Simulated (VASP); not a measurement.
The system is TaZn2B3.

```
Ta Zn B
1.0
     4.67983    0.00000    0.00000
    -2.33991    4.05285    0.00000
     0.00000    0.00000    3.84353
Ta Zn B
1 2 3
Direct
  0.00000 0.00000 0.00000
  0.66667 0.33333 0.00000
  0.33333 0.66667 0.00000
  0.00000 0.50000 0.50000
  0.50000 0.50000 0.50000
  0.50000 0.00000 0.50000
```

The cell was generated, and may not be a known phase.

| Item | Value |
| --- | --- |
| Program | VASP 6.6.1 |
| Task | relaxation of cell and atoms |
| Functional | PBE |
| Potentials or basis | VASP PAW PBE potentials, release 64 (Ta_pv, Zn, B) |
| Cutoff | 600 eV |
| k mesh | 6 × 6 × 4 |
| Occupations | gaussian, width 0.1 eV |
| Spin | no spin polarisation |

At the start: pressure -14.2 GPa; volume 12.15 Å³/atom.

How do energy, volume and symmetry change on relaxing?

Over 7 steps the energy falls by 112.2 meV/atom and the volume is 10.88 Å³/atom (-10.4 %); space group P6/mmm (No. 191, to 0.1 Å) before and after.

Step by step:
```
step  energy change (eV)  largest force (eV/Å)  pressure (GPa)  volume (Å³)
   1              0.0000                0.0000          -14.18        72.90
   2             -0.5092                0.0000            9.80        62.06
   3             -0.5528                0.0000            3.37        64.13
   4             -0.6663                0.0000            2.43        64.42
   5             -0.6670                0.0000            2.39        64.44
   6             -0.6703                0.0000           -1.51        65.89
   7             -0.6733                0.0000            0.05        65.29
```

Final structure:
```yaml
crystal:
  lattice:
    - [4.66410, 0.00000, 0.00000]
    - [-2.33205, 4.03923, 0.00000]
    - [0.00000, 0.00000, 3.46556]
  atoms:
    - { symbol: Ta, position: [0.00000, 0.00000, 0.00000] }
    - { symbol: Zn, position: [0.66667, 0.33333, 0.00000] }
    - { symbol: Zn, position: [0.33333, 0.66667, 0.00000] }
    - { symbol: B, position: [0.00000, 0.50000, 0.50000] }
    - { symbol: B, position: [0.50000, 0.50000, 0.50000] }
    - { symbol: B, position: [0.50000, 0.00000, 0.50000] }
```

Caveat: the k points lie up to 0.45 Å⁻¹ apart in the final cell, too coarse for converged energies and pressures of a metal.
